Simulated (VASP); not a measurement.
# C4F (Im-3m) in VASP: further runs, part 2 of 2

VASP 6.6.1. Earlier steps stand in the parts before.

### 5 Relaxation of cell and atoms, PBE+D3(BJ)

INCAR

```
SYSTEM = C4F
PREC     = Accurate       ! precision mode
ENCUT    = 600            ! plane-wave cutoff, eV
EDIFF    = 1E-6           ! SCF threshold, eV
ISMEAR   = 0              ! smearing method
SIGMA    = 0.1            ! smearing width, eV
LREAL    = .False.        ! projectors in reciprocal space
LASPH    = .True.         ! aspherical terms in the spheres
NELM     = 60             ! most SCF steps
ALGO     = Normal         ! electronic algorithm
ISIF     = 3              ! what is computed and relaxed
LWAVE    = .False.        ! write WAVECAR
LCHARG   = .False.        ! write CHGCAR
GGA      = PE             ! functional
IVDW     = 12             ! dispersion correction
IBRION   = 2              ! ionic algorithm
NSW      = 100            ! ionic steps
EDIFFG   = -0.01          ! ionic threshold
```

KPOINTS

```
regular mesh
0
Gamma
  12 12 12
  0 0 0
```

POSCAR

```
C4F
1.0
   -2.2827518273      2.2827518273      2.2827518273
    2.2827518273     -2.2827518273      2.2827518273
    2.2827518273      2.2827518273     -2.2827518273
C F
4 1
Direct
    0.5000000000      0.5000000000      0.5000000000
    0.0000000000      0.0000000000      0.5000000000
    0.0000000000      0.5000000000      0.0000000000
    0.5000000000      0.0000000000      0.0000000000
    0.0000000000      0.0000000000      0.0000000000
```

Potentials or basis: VASP PAW PBE potentials, release 64 (C, F).

Launch:

```sh
$ cat potpaw_PBE.64/C/POTCAR potpaw_PBE.64/F/POTCAR > POTCAR
$ mpirun -np 1 vasp_std > vasp.out
```

OUTCAR:

```text
SYSTEM = C4F
   PREC = Accurate
   ENCUT = 600
   EDIFF = 1E-6
   ISMEAR = 0
   LREAL = .False.
   LASPH = .True.
   NELM = 60
   ISIF = 3
   GGA = PE
   IVDW = 12
   IBRION = 2
   NSW = 100
   EDIFFG = -0.01
 IVDW          = 12

 ion  position               nearest neighbor table
   1  0.500  0.500  0.500-   5 1.98   5 1.98
   2  0.000  0.000  0.500-   5 1.98   5 1.98
   3  0.000  0.500  0.000-   5 1.98   5 1.98
   4  0.500  0.000  0.000-   5 1.98   5 1.98
   5  0.000  0.000  0.000-   1 1.98   2 1.98   3 1.98   4 1.98   2 1.98   3 1.98   4 1.98   1 1.98

  LATTYP: Found a body centered cubic cell.
 ALAT       =     4.5655036546

  Lattice vectors:

 A1 = (  -2.2827518273,   2.2827518273,   2.2827518273)
 A2 = (   2.2827518273,  -2.2827518273,   2.2827518273)
 A3 = (   2.2827518273,   2.2827518273,  -2.2827518273)

Analysis of symmetry for initial positions (statically):
[... 273 lines left out ...]

  energy without entropy =      -18.35113923  energy(sigma->0) =      -18.35709194

 E-fermi :   3.6942     XC(G=0): -11.1195

 val. band max:        3.6902114891   @ k =  -0.1667   0.1667   0.0833
 cond. band min:       3.7006808442   @ k =   0.1667   0.0833   0.0000
 fundamental gap:      0.0104693552
 Fermi energy:         3.6941825623

 k-point     1 :       0.0000    0.0000    0.0000
  band No.  band energies     occupation
      1     -22.4057      2.00000
      2      -8.8081      2.00000
      3      -5.4077      2.00000
      4      -5.4077      2.00000
      5      -5.4077      2.00000
      6      -2.7486      2.00000
      7      -2.7486      2.00000
      8      -2.7486      2.00000
      9       0.9563      2.00000
     10       0.9563      2.00000
     11       0.9563      2.00000
     12       4.6167      0.00000
     13       4.6167      0.00000
     14       4.6167      0.00000
[... 401 lines left out ...]
      2      -8.8787      2.00000
      3      -7.2159      2.00000
      4      -5.9337      2.00000
      5      -5.7467      2.00000
      6      -3.4632      2.00000
      7      -1.0072      2.00000
      8      -0.6693      2.00000
      9       1.9882      2.00000
     10       1.9992      2.00000
     11       3.6676      1.29336
     12       4.5628      0.00000
     13       5.0502      0.00000
     14       5.1060      0.00000
     15       5.4050      0.00000

 [... further k-points ...]

------------------------ aborting loop because EDIFF is reached ----------------------------------------

 Edisp (eV)   -0.97284

 E8    (eV) :    -0.2742
[... 28 lines left out ...]
  FREE ENERGIE OF THE ION-ELECTRON SYSTEM (eV)
  ---------------------------------------------------
  free  energy   TOTEN  =       -19.3358836226 eV

  energy  without entropy=      -19.3239782047  energy(sigma->0) =      -19.32993091

 reached required accuracy - stopping structural energy minimisation
```

OSZICAR:

```text
N       E                     dE             d eps       ncg     rms          rms(c)
DAV:   1     0.831485847155E+02    0.83149E+02   -0.12450E+04  2160   0.155E+03
DAV:   2    -0.131110088898E+02   -0.96260E+02   -0.94315E+02  2704   0.247E+02
DAV:   3    -0.184259243106E+02   -0.53149E+01   -0.51836E+01  3059   0.524E+01
[... 21 lines left out ...]
DAV:   2    -0.183631291500E+02    0.34952E-03   -0.26589E-03  2902   0.624E-01    0.564E-02
DAV:   3    -0.183630546497E+02    0.74500E-04   -0.34674E-04  2925   0.230E-01    0.226E-02
DAV:   4    -0.183630481646E+02    0.64852E-05   -0.97852E-05  2609   0.784E-02    0.142E-02
DAV:   5    -0.183630449669E+02    0.31976E-05   -0.88529E-06  2781   0.344E-02    0.377E-03
DAV:   6    -0.183630446523E+02    0.31465E-06   -0.11090E-06  1375   0.101E-02
   3 F= -.19335884E+02 E0= -.19329931E+02  d E =-.620077E-04
```

CONTCAR:

```text
C4F
   1.00000000000000
    -2.2817758992122075    2.2817758992122075    2.2817758992122075
     2.2817758992122075   -2.2817758992122075    2.2817758992122075
     2.2817758992122075    2.2817758992122075   -2.2817758992122075
  C               F
     4     1
Direct
     0.5000000000000000    0.5000000000000000    0.5000000000000000
     0.0000000000000000    0.0000000000000000    0.5000000000000000
     0.0000000000000000    0.5000000000000000    0.0000000000000000
     0.5000000000000000    0.0000000000000000    0.0000000000000000
     0.0000000000000000    0.0000000000000000    0.0000000000000000

  0.00000000E+00  0.00000000E+00  0.00000000E+00
  0.00000000E+00  0.00000000E+00  0.00000000E+00
  0.00000000E+00  0.00000000E+00  0.00000000E+00
  0.00000000E+00  0.00000000E+00  0.00000000E+00
  0.00000000E+00  0.00000000E+00  0.00000000E+00
```

Wall time 69 s (1 thread of Intel Xeon Platinum 8375C at 2.90GHz (Ice Lake), shared host); peak memory 0.22 GiB.

What came out:

```yaml
Free_energy: -19.3359 eV
Relaxed_volume: 9.50 Å³/atom
Relaxed_cell: a = 3.952 Å, b = 3.952 Å, c = 3.952 Å, α = 109.47°, β = 109.47°, γ = 109.47°
Space_group_after_relaxing_to_0.05_Å: Im-3m (No. 229)
Energy_gained_by_relaxing: 0.0 meV/atom
Ionic_steps: 3
Pressure_after_relaxing: 0.0 GPa
Dispersion_energy_per_atom: -0.195 eV
```

Final structure:
```
C F
1.0
    -2.28178    2.28178    2.28178
     2.28178   -2.28178    2.28178
     2.28178    2.28178   -2.28178
C F
4 1
Direct
  0.50000 0.50000 0.50000
  0.00000 0.00000 0.50000
  0.00000 0.50000 0.00000
  0.50000 0.00000 0.00000
  0.00000 0.00000 0.00000
```

Caveat: an odd number of electrons without spin polarisation forces a metal; a magnetic or distorted state may lie lower; pairwise dispersion overbinds metals, which lowers pressure and volume.

### 6 The runs side by side

```tsv
task	cell	k mesh	cutoff (eV)	gap on the mesh (eV)	pressure (GPa)	relaxed volume (Å³/atom)
single point	a = 3.954 Å, angles 109.5°, 5 atoms	6 × 6 × 6	520	none	-0.1	-
single point	a = 4.479 Å, angles 109.5°, 5 atoms	6 × 6 × 6	520	none	-20.6	-
relaxation of cell and atoms	relaxed from a = 4.479 Å, angles 109.5°, 5 atoms	6 × 6 × 6	600	none	0.0	9.51
relaxation of cell and atoms	relaxed from a = 3.954 Å, angles 109.5°, 5 atoms	12 × 12 × 12	600	none	0.0	9.50
```

Alike in all rows: level PBE+D3(BJ); potentials or basis VASP PAW PBE potentials, release 64 (C, F); no spin polarisation; smearing gaussian 0.1 eV.

Caveats: an odd number of electrons without spin polarisation forces a metal; a magnetic or distorted state may lie lower; pairwise dispersion overbinds metals, which lowers pressure and volume; the volume moved by over 15 % at a fixed basis, so the end points are rough (some runs).

Total energies depend on the potentials used, so only differences within one code and one set of settings carry meaning.
